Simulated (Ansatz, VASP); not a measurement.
**Two plane-wave programs on AlN**

```xyz
2
Lattice="0.0000 2.2465 2.0668 2.2465 0.0000 2.0668 2.2465 2.2465 0.0000" Properties=species:S:1:pos:R:3 pbc="T T T"
Al    0.0000    0.0000    0.0000
N     3.3697    3.3697    3.1001
```

Alike in both runs: task single point; functional r2SCAN; k mesh 10 × 10 × 10; occupations gaussian, width 0.05 eV; no spin polarisation.

```csv
,VASP,Ansatz
version,VASP 6.6.1,Ansatz 0.2.0
potentials or method,"VASP PAW PBE potentials, release 64 (Al, N), cutoff 520 eV","scalar-relativistic, plane waves, PAW"
valence electrons in the cell,8,8
```

VASP gave:

```
gap on the k mesh at the Fermi level (eV)                     : 3.53
least direct gap on the mesh (eV)                             : 4.64
pressure (GPa)                                                : -1.0
traceless stress, the component that is largest in VASP (GPa) : 6.28
```

Problem. Which values does Ansatz return?

Solution. gap on the k mesh at the Fermi level (eV): 3.54; least direct gap on the mesh (eV): 4.61; pressure (GPa): -0.6; traceless stress, the component that is largest in VASP (GPa): 6.26.

VASP's potentials were made for PBE, not for r2SCAN. The functional is the same, so the differences come from potentials, cutoffs and numerics.
